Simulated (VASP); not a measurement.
# NaF (P6_3mc) in VASP: a series of runs, part 2 of 2

VASP 6.6.1. Earlier steps stand in the parts before.

## Step 3: Single point, PBE

This run uses another cell than the first one, of 16.94 Å³/atom.

INCAR reads:

```
PREC = Accurate
ENCUT = 520
EDIFF = 1E-7
ISMEAR = 0
SIGMA = 0.1
LREAL = F
LASPH = T
NELM = 100
ALGO = Normal
ISIF = 2
LWAVE = F
LCHARG = F
GGA = PE
NBANDS = 22
```

KPOINTS reads:

```
Automatic mesh
0
Gamma
  6 6 4
```

POSCAR reads:

```
NaF
1.0
    3.6914885265     -0.0000000031      0.0000000000
   -1.8457442606      3.1969228432      0.0000000000
    0.0000000000      0.0000000000      5.7423128120
Na F
2 2
Direct
    0.3333333333      0.6666666667      0.9443180051
    0.6666666667      0.3333333333      0.4443180051
    0.6666666667      0.3333333333      0.0556819949
    0.3333333333      0.6666666667      0.5556819949
```

Potentials or basis: VASP PAW PBE potentials, release 64 (Na_pv, F).

Started as:

```sh
$ cat potpaw_PBE.64/Na_pv/POTCAR potpaw_PBE.64/F/POTCAR > POTCAR
$ mpirun -np 1 vasp_std > vasp.out
```

OUTCAR:

```text
PREC = Accurate
   ENCUT = 520
   EDIFF = 1E-7
   ISMEAR = 0
   LREAL = F
   LASPH = T
   NELM = 100
   ISIF = 2
   GGA = PE

 ion  position               nearest neighbor table
   1  0.333  0.667  0.944-   3 2.23   3 2.23   3 2.23   4 2.23
   2  0.667  0.333  0.444-   4 2.23   4 2.23   4 2.23   3 2.23
   3  0.667  0.333  0.056-   1 2.23   1 2.23   1 2.23   2 2.23
   4  0.333  0.667  0.556-   2 2.23   2 2.23   2 2.23   1 2.23

  LATTYP: Found a hexagonal cell.
 ALAT       =     3.6914885265
 C/A-ratio  =     1.5555548313

  Lattice vectors:

 A1 = (   3.6914885265,  -0.0000000031,   0.0000000000)
 A2 = (  -1.8457442606,   3.1969228432,   0.0000000000)
 A3 = (   0.0000000000,   0.0000000000,   5.7423128120)

Analysis of symmetry for initial positions (statically):
=====================================================================
 Subroutine PRICEL returns:
 Original cell was already a primitive cell.

 Routine SETGRP: Setting up the symmetry group for a
 hexagonal supercell.

 Subroutine GETGRP returns: Found 12 space group operations
 (whereof  6 operations were pure point group operations)
 out of a pool of 24 trial point group operations.

The static configuration has the point symmetry C_3v.
 The point group associated with its full space group is C_6v.

Analysis of symmetry for dynamics (positions and initial velocities):
=====================================================================
 Subroutine PRICEL returns:
 Original cell was already a primitive cell.

 Routine SETGRP: Setting up the symmetry group for a
 hexagonal supercell.

 Subroutine GETGRP returns: Found 12 space group operations
 (whereof  6 operations were pure point group operations)
 out of a pool of 24 trial point group operations.

The dynamic configuration has the point symmetry C_3v.
 The point group associated with its full space group is C_6v.

 Subroutine INISYM returns: Found 12 space group operations
 (whereof  6 operations are pure point group operations),
 and found     1 'primitive' translations

----------------------------------------------------------------------------------------

                                     Primitive cell

  volume of cell :      67.7674

  direct lattice vectors                    reciprocal lattice vectors
     3.691488527 -0.000000003  0.000000000     0.270893433  0.156400396  0.000000000
    -1.845744261  3.196922843  0.000000000     0.000000000  0.312800793  0.000000000
     0.000000000  0.000000000  5.742312812     0.000000000  0.000000000  0.174145859

  length of vectors
     3.691488527  3.691488526  5.742312812     0.312800793  0.312800793  0.174145859

  position of ions in fractional coordinates (direct lattice)
     0.333333333  0.666666667  0.944318005
     0.666666667  0.333333333  0.444318005
     0.666666667  0.333333333  0.055681995
     0.333333333  0.666666667  0.555681995

  ion indices of the primitive-cell ions
   primitive index   ion index
                 1           1
                 2           2
                 3           3
                 4           4

----------------------------------------------------------------------------------------

 KPOINTS: Automatic mesh

Automatic generation of k-mesh.
 Grid dimensions read from file:
 generate k-points for:    6    6    4

 Generating k-lattice:

  Cartesian coordinates                     Fractional coordinates (reciprocal lattice)
     0.045148906  0.026066733  0.000000000     0.166666667 -0.000000000  0.000000000
     0.000000000  0.052133465  0.000000000     0.000000000  0.166666667  0.000000000
     0.000000000  0.000000000  0.043536465     0.000000000  0.000000000  0.250000000

  Length of vectors
     0.052133465  0.052133465  0.043536465

  Shift w.r.t. Gamma in fractional coordinates (k-lattice)
     0.000000000  0.000000000  0.000000000

 Subroutine IBZKPT returns following result:
 ===========================================

 Found     21 irreducible k-points:

 Following reciprocal coordinates:
            Coordinates               Weight
  0.000000  0.000000  0.000000      1.000000
  0.166667  0.000000  0.000000      6.000000
  0.333333  0.000000  0.000000      6.000000
  0.500000  0.000000  0.000000      3.000000
  0.166667  0.166667  0.000000      6.000000
  0.333333  0.166667  0.000000     12.000000
[... 13 lines left out ...]
  0.333333  0.166667  0.500000     12.000000
  0.333333  0.333333  0.500000      2.000000
   k-points           NKPTS =     21   k-points in BZ     NKDIM =     21   number of bands    NBANDS=     22
   number of dos      NEDOS =    301   number of ions     NIONS =      4
   total plane-waves  NPLWV =  37632
   dimension x,y,z NGX =    28 NGY =   28 NGZ =   48
   dimension x,y,z NGXF=    56 NGYF=   56 NGZF=   96
   ions per type =               2   2
   NGX,Y,Z   is equivalent  to a cutoff of  12.61, 12.61, 13.90 a.u.
   NGXF,Y,Z  is equivalent  to a cutoff of  25.22, 25.22, 27.79 a.u.
 SYSTEM =  unknown system
   PREC   = accura    normal or accurate (medium, high low for compatibility)
   ISTART =      0    job   : 0-new  1-cont  2-samecut
   ICHARG =      2    charge: 1-file 2-atom 10-const
   ISPIN  =      1    spin polarized calculation?
   LNONCOLLINEAR =      F non collinear calculations
   LSORBIT =      F    spin-orbit coupling
   LASPH  =      T    aspherical Exc in radial PAW
   ENCUT  =  520.0 eV  38.22 Ry    6.18 a.u.   6.86  6.86 10.68*2*pi/ulx,y,z
   NELM   =    100;   NELMIN=  2; NELMDL= -5     # of ELM steps
   EDIFF  = 0.1E-06   stopping-criterion for ELM
   LREAL  =      F    real-space projection
   EDIFFG = 0.1E-05   stopping-criterion for IOM
   NSW    =      0    number of steps for IOM
   IBRION =     -1    ionic relax: 0-MD 1-quasi-New 2-CG
   NFREE  =      0    steps in history (QN), initial steepest desc. (CG)
   ISIF   =      2    stress and relaxation
   ISYM   =      2    0-nonsym 1-usesym 2-fastsym
   POTIM  = 0.5000    time-step for ionic-motion
   TEBEG  =    0.0;   TEEND  =   0.0 temperature during run
   PSTRESS=    0.0 pullay stress
   NELECT =      28.0000    total number of electrons
   NUPDOWN=      -1.0000    fix difference up-down
   EMIN   =  10.00;   EMAX   =-10.00  energy-range for DOS
   EFERMI =   0.00;   METHOD = LEGACY
   ISMEAR =     0;   SIGMA  =   0.10  broadening in eV -4-tet -1-fermi 0-gaus
   EFERMI_NEDOS =   21; number of points for ismear=-14 and -15
   IALGO  =     38    algorithm
   IMIX   =      4    mixing-type and parameters
     AMIX     =   0.40;   BMIX     =  1.00
     AMIX_MAG =   1.60;   BMIX_MAG =  1.00
  volume/ion in A,a.u.               =      16.94       114.33
  Fermi-wavevector in a.u.,A,eV,Ry     =   1.219328  2.304196 20.228620  1.486762
  Thomas-Fermi vector in A             =   2.354584
   LORBIT       =      0    0 simple, 1 ext, 2 COOP (PROOUT), +10 PAW based schemes
   GGA     = PE    functional components
   LHFCALC =     F    Hartree Fock is set to
   AEXX    =    0.0000 exact exchange contribution
   IVDW    =     0    specifies the selected vdW correction
   LEPSILON=     F    determine dielectric tensor
   LRPA    =     F    only Hartree local field effects (RPA)
 non-spin polarized calculation
 Gauss-broadening in eV      SIGMA  =   0.10
  energy-cutoff  :      520.00
  volume of cell :       67.77
 maximum number of plane-waves:      1850
 NGX is ok and might be reduce to    28
   NGX = 13   NGY = 13   NGZ = 21

 number of electron      27.9999996 magnetization

 Free energy of the ion-electron system (eV)
  ---------------------------------------------------
  ext. energy  EPLUGINS =         0.00000000
  ---------------------------------------------------
  free energy    TOTEN  =       -16.84136727 eV

  energy without entropy =      -16.84136727  energy(sigma->0) =      -16.84136727

 E-fermi :  -2.9331     XC(G=0):  -7.5573

 val. band max:       -3.4678464742   @ k =   0.0000   0.0000   0.0000
 cond. band min:       1.9775054832   @ k =   0.0000   0.0000   0.0000
 fundamental gap:      5.4453519574
 Fermi energy:        -2.9331459770

 k-point     1 :       0.0000    0.0000    0.0000
  band No.  band energies     occupation
      1     -22.9270      2.00000
      2     -22.5087      2.00000
      3     -22.5087      2.00000
      4     -22.5022      2.00000
      5     -22.4966      2.00000
      6     -22.4966      2.00000
[... 499 lines left out ...]
      6     -22.5129      2.00000
[... 14 lines left out ...]
     21      13.8690      0.00000
     22      13.8690      0.00000

------------------------ aborting loop because EDIFF is reached ----------------------------------------

  FORCE on cell =-STRESS in cart. coord.  units (eV):
  Direction    XX          YY          ZZ          XY          YZ          ZX
  --------------------------------------------------------------------------------------
  -------------------------------------------------------------------------------------
  Total        0.1125341      0.1125341     -0.0354136     -0.0000000     -0.0000000      0.0000000
  in kB        2.6605666      2.6605666     -0.8372591     -0.0000000     -0.0000000      0.0000000
  external PRESSURE =       1.4946247 kB  Pullay stress =       0.0000000 kB

 VOLUME and BASIS-vectors are now :
 -----------------------------------------------------------------------------
  energy-cutoff  :      520.00
  volume of cell :       67.77
      direct lattice vectors                 reciprocal lattice vectors
     3.691488527 -0.000000003  0.000000000     0.270893433  0.156400396  0.000000000
    -1.845744261  3.196922843  0.000000000     0.000000000  0.312800793  0.000000000
     0.000000000  0.000000000  5.742312812     0.000000000  0.000000000  0.174145859

 POSITION                                       TOTAL-FORCE (eV/Angst)
 -----------------------------------------------------------------------------------
      0.00000      2.13128      5.42257         0.000000      0.000000      0.023981
      1.84574      1.06564      2.55141        -0.000000     -0.000000      0.023981
      1.84574      1.06564      0.31974         0.000000     -0.000000     -0.023981
      0.00000      2.13128      3.19090        -0.000000      0.000000     -0.023981
 -----------------------------------------------------------------------------------
    total drift:                               -0.000000     -0.000000      0.001526

  FREE ENERGIE OF THE ION-ELECTRON SYSTEM (eV)
  ---------------------------------------------------
  free  energy   TOTEN  =       -16.8413672749 eV

  energy  without entropy=      -16.8413672749  energy(sigma->0) =      -16.84136727
```

OSZICAR:

```text
N       E                     dE             d eps       ncg     rms          rms(c)
DAV:   1     0.312145555140E+03    0.31215E+03   -0.15308E+04   924   0.147E+03
DAV:   2     0.119542795532E+02   -0.30019E+03   -0.28120E+03   988   0.425E+02
DAV:   3    -0.185561340200E+02   -0.30510E+02   -0.30312E+02  1128   0.136E+02
DAV:   4    -0.191983099424E+02   -0.64218E+00   -0.64197E+00   978   0.223E+01
DAV:   5    -0.192112000156E+02   -0.12890E-01   -0.12890E-01  1086   0.302E+00    0.849E+00
DAV:   6    -0.168494348810E+02    0.23618E+01   -0.10067E+01  1266   0.204E+01    0.298E+00
DAV:   7    -0.168176810869E+02    0.31754E-01   -0.10448E-01   936   0.262E+00    0.172E+00
DAV:   8    -0.168352358857E+02   -0.17555E-01   -0.89620E-02   944   0.450E+00    0.239E-01
DAV:   9    -0.168402980578E+02   -0.50622E-02   -0.10886E-02  1020   0.704E-01    0.126E-01
DAV:  10    -0.168413447906E+02   -0.10467E-02   -0.23318E-03  1110   0.447E-01    0.214E-02
DAV:  11    -0.168413502758E+02   -0.54852E-05   -0.53798E-05  1044   0.786E-02    0.638E-03
DAV:  12    -0.168413679902E+02   -0.17714E-04   -0.30759E-05   936   0.386E-02    0.784E-03
DAV:  13    -0.168413672124E+02    0.77782E-06   -0.56480E-06  1158   0.248E-02    0.781E-04
DAV:  14    -0.168413672749E+02   -0.62498E-07   -0.35850E-07   942   0.538E-03
   1 F= -.16841367E+02 E0= -.16841367E+02  d E =-.264895E-15
```

Wall time 20 s (1 thread of Intel Xeon Platinum 8488C (Sapphire Rapids), shared host); peak memory 0.18 GiB.

What came out:

- Free energy: -16.8414 eV
- Pressure: 0.1 GPa
- Largest force: 0.024 eV/Å
- Band gap on the k mesh: 5.45 eV

Forces on the atoms (eV/Å):
```
Na   0.000  0.000  0.024
Na   0.000  0.000  0.024
F    0.000  0.000 -0.024
F    0.000  0.000 -0.024
```

A k mesh can miss the band edges.

## Step 4: Relaxation of cell and atoms, PBE

INCAR reads:

```
SYSTEM = NaF
ALGO     = Normal         ! electronic algorithm
EDIFF    = 1E-6           ! SCF threshold, eV
EDIFFG   = -0.04          ! ionic threshold
ENCUT    = 600            ! plane-wave cutoff, eV
GGA      = PE             ! functional
IBRION   = 2              ! ionic algorithm
ISIF     = 3              ! what is computed and relaxed
ISMEAR   = 0              ! smearing method
LASPH    = .TRUE.         ! aspherical terms in the spheres
LCHARG   = .FALSE.        ! write CHGCAR
LREAL    = .FALSE.        ! projectors in reciprocal space
LWAVE    = .FALSE.        ! write WAVECAR
NELM     = 100            ! most SCF steps
NSW      = 90             ! ionic steps
PREC     = Accurate       ! precision mode
SIGMA    = 0.1            ! smearing width, eV
```

KPOINTS reads:

```
k-points
0
G
  6 6 4
  0 0 0
```

POSCAR reads:

```
NaF
1.0
    3.4888898300      0.0000000000      0.0000000000
   -1.7444449100      3.0214672200      0.0000000000
    0.0000000000      0.0000000000      5.6973335400
Na F
2 2
Direct
    0.3333333300      0.6666666700      0.9374999900
    0.6666666700      0.3333333300      0.4374999900
    0.6666666700      0.3333333300      0.0625000100
    0.3333333300      0.6666666700      0.5625000100
```

Started as:

```sh
$ cat potpaw_PBE.64/Na_pv/POTCAR potpaw_PBE.64/F/POTCAR > POTCAR
$ mpirun -np 1 vasp_std > vasp.out
```

It took 7.2 min on 1 thread of Intel Xeon Platinum 8488C (Sapphire Rapids), shared host; peak memory 0.19 GiB.

Results (log left out):

```yaml
Free_energy: -16.9922 eV
Relaxed_volume: 15.56 Å³/atom
Relaxed_cell: a = 3.929 Å, b = 3.929 Å, c = 4.657 Å, α = 90.00°, β = 90.00°, γ = 120.00°
Space_group_after_relaxing_to_0.1_Å: P6_3/mmc (No. 194)
Pressure_after_relaxing: 0.0 GPa
Largest_force_after_relaxing: 0.023 eV/Å
Band_gap_on_the_k_mesh: 5.51 eV
```

Forces in eV/Å, atoms in the order of the input:
```
Na   0.000  0.000 -0.023
Na   0.000  0.000 -0.023
F    0.000  0.000  0.023
F    0.000  0.000  0.023
```

Stress tensor (GPa, compression positive):
```
-0.06  0.00  0.00
 0.00 -0.06  0.00
 0.00  0.00  0.02
```

Final structure:
```cif
data_structure
_symmetry_space_group_name_H-M 'P 1'
_symmetry_Int_Tables_number 1
_cell_length_a 3.9286
_cell_length_b 3.9286
_cell_length_c 4.6575
_cell_angle_alpha 90.000
_cell_angle_beta 90.000
_cell_angle_gamma 120.000
_cell_volume 62.25
loop_
_atom_site_label
_atom_site_type_symbol
_atom_site_fract_x
_atom_site_fract_y
_atom_site_fract_z
_atom_site_occupancy
Na1 Na 0.33333 0.66667 0.00113 1
Na2 Na 0.66667 0.33333 0.50113 1
F1 F 0.66667 0.33333 0.99887 1
F2 F 0.33333 0.66667 0.49887 1
```

Levels at points of the mesh, in eV from the valence-band top:
```
           k point  band 11  band 12  band 13  band 14  band 15  band 16  band 17  band 18
(0.00, 0.00, 0.00)    -0.55    -0.27    -0.27     0.00     5.51    12.42    12.54    15.18
(0.50, 0.00, 0.00)    -0.67    -0.58    -0.34    -0.16     8.65    10.00    12.64    14.61
(0.00, 0.00, 0.50)    -0.41    -0.41    -0.41    -0.41     7.72     7.72    16.08    16.08
(0.50, 0.00, 0.50)    -0.44    -0.44    -0.24    -0.24     9.68     9.68    11.98    11.98
```

Caveat: a cell axis changed by over 15 % at a fixed basis, so the end point is rough.

## Step 5: Relaxation of cell and atoms, PBE

This run uses another cell than the first one, of 16.94 Å³/atom.

INCAR reads:

```
  ALGO = Normal
  EDIFF = 1E-6
  EDIFFG = -0.01
  ENCUT = 600
  GGA = PE
  IBRION = 2
  ISIF = 3
  ISMEAR = 0
  LASPH = True
  LCHARG = False
  LREAL = False
  LWAVE = False
  NELM = 80
  NSW = 100
  PREC = Accurate
  SIGMA = 0.02
```

KPOINTS reads:

```
k-points
0
Gamma
  9 9 4
```

POSCAR reads:

```
NaF
1.0
    3.6914885265      0.0000000000      0.0000000000
   -1.8457442632      3.1969228417      0.0000000000
    0.0000000000      0.0000000000      5.7423128120
Na F
2 2
Direct
    0.3333333333      0.6666666667      0.9443180051
    0.6666666667      0.3333333333      0.4443180051
    0.6666666667      0.3333333333      0.0556819949
    0.3333333333      0.6666666667      0.5556819949
```

Started as:

```sh
$ cat potpaw_PBE.64/Na_pv/POTCAR potpaw_PBE.64/F/POTCAR > POTCAR
$ mpirun -np 1 vasp_std > vasp.out
```

It took 11 min on 1 thread of Intel Xeon Platinum 8488C (Sapphire Rapids), shared host; peak memory 0.21 GiB.

The run converged. Its results:

* Free energy: -17.0068 eV
* Relaxed volume: 15.60 Å³/atom
* Relaxed cell: a = 3.935 Å, b = 3.935 Å, c = 4.655 Å, α = 90.00°, β = 90.00°, γ = 120.00°
* Space group after relaxing (to 0.1 Å): P6_3/mmc (No. 194)
* Energy gained by relaxing: 40.4 meV/atom
* Ionic steps: 28
* Pressure after relaxing: 0.0 GPa
* Largest force after relaxing: 0.005 eV/Å
* Band gap on the k mesh: 5.50 eV

Forces in eV/Å, atoms in the order of the input:
```
Na   0.000  0.000  0.005
Na   0.000  0.000  0.005
F    0.000  0.000 -0.005
F    0.000  0.000 -0.005
```

The path:
```tsv
step	energy change (eV)	largest force (eV/Å)	pressure (GPa)	volume (Å³)
1	0.0000	0.0243	0.07	67.77
2	-0.0003	0.0254	0.00	67.84
3	-0.0011	0.0294	-0.10	68.06
4	-0.0018	0.0366	-0.29	68.50
5	-0.0021	0.0352	-0.32	68.46
6	-0.0027	0.0331	-0.32	68.37
7	-0.0039	0.0303	-0.28	68.20
8	-0.0062	0.0255	-0.23	67.84
9	-0.0113	0.0274	-0.03	67.12
10	-0.0281	0.0651	0.15	65.60
11	-0.1038	0.2048	0.66	62.33
12	1.0215	3.0906	16.22	54.76
13	-0.0639	0.4012	1.32	62.06
14	-0.0764	0.2649	3.50	58.57
15	-0.0913	0.4415	2.05	60.29
16	-0.0946	0.4015	2.57	59.54
17	-0.0919	0.3722	2.87	59.22
18	-0.1220	0.2695	1.94	60.12
19	-0.1566	0.1034	0.23	62.27
20	-0.1591	0.0693	-0.22	62.94
21	-0.1592	0.0611	-0.36	63.12
22	-0.1592	0.0650	-0.27	63.04
23	-0.1599	0.0562	-0.18	62.88
24	-0.1612	0.0312	0.18	62.40
25	-0.1613	0.0277	0.12	62.33
26	-0.1613	0.0204	0.20	62.20
27	-0.1616	0.0108	0.07	62.33
28	-0.1617	0.0052	0.01	62.41
```

Final structure:
```
Na F
1.0
     3.93451    0.00000    0.00000
    -1.96726    3.40739    0.00000
     0.00000    0.00000    4.65504
Na F
2 2
Cartesian
  0.0000 2.2716 4.6538
  1.9673 1.1358 2.3263
  1.9673 1.1358 0.0013
  0.0000 2.2716 2.3288
```

Levels at points of the mesh, in eV from the valence-band top:
```tsv
k point	band 12	band 13	band 14	band 15	band 16	band 17
(0.00, 0.00, 0.00)	-0.27	-0.27	0.00	5.50	12.41	12.54
(0.00, 0.00, 0.50)	-0.41	-0.41	-0.41	7.72	7.72	16.05
```

Caveat: a cell axis changed by over 15 % at a fixed basis, so the end point is rough. A k mesh can miss the band edges.

## Step 6: The runs side by side

```csv
task,cell,k mesh,cutoff (eV),smearing,gap on the mesh (eV),pressure (GPa),relaxed volume (Å³/atom),largest force (eV/Å)
single point,"a = 3.489, b = 3.489, c = 5.697 Å, angles 90.0, 90.0, 120.0°, 4 atoms, atomic positions A",6 × 6 × 4,520,gaussian 0.1 eV,5.90,5.7,-,0.04
single point,"a = 3.691, b = 3.691, c = 5.742 Å, angles 90.0, 90.0, 120.0°, 4 atoms, atomic positions B",6 × 6 × 4,520,gaussian 0.1 eV,5.45,0.1,-,0.02
relaxation of cell and atoms,"relaxed from a = 3.489, b = 3.489, c = 5.697 Å, angles 90.0, 90.0, 120.0°, 4 atoms, atomic positions A",6 × 6 × 4,600,gaussian 0.1 eV,5.51,0.0,15.56,0.02
relaxation of cell and atoms,"relaxed from a = 3.691, b = 3.691, c = 5.742 Å, angles 90.0, 90.0, 120.0°, 4 atoms, atomic positions B",9 × 9 × 4,600,gaussian 0.02 eV,5.50,0.0,15.60,0.01
```

Alike in all rows: level PBE; potentials or basis VASP PAW PBE potentials, release 64 (Na_pv, F); no spin polarisation.

Caveats: a cell axis changed by over 15 % at a fixed basis, so the end point is rough (at least some runs); the cell stands under pressure (at least some runs).

Absolute energies hang on the potentials; compare differences alone.
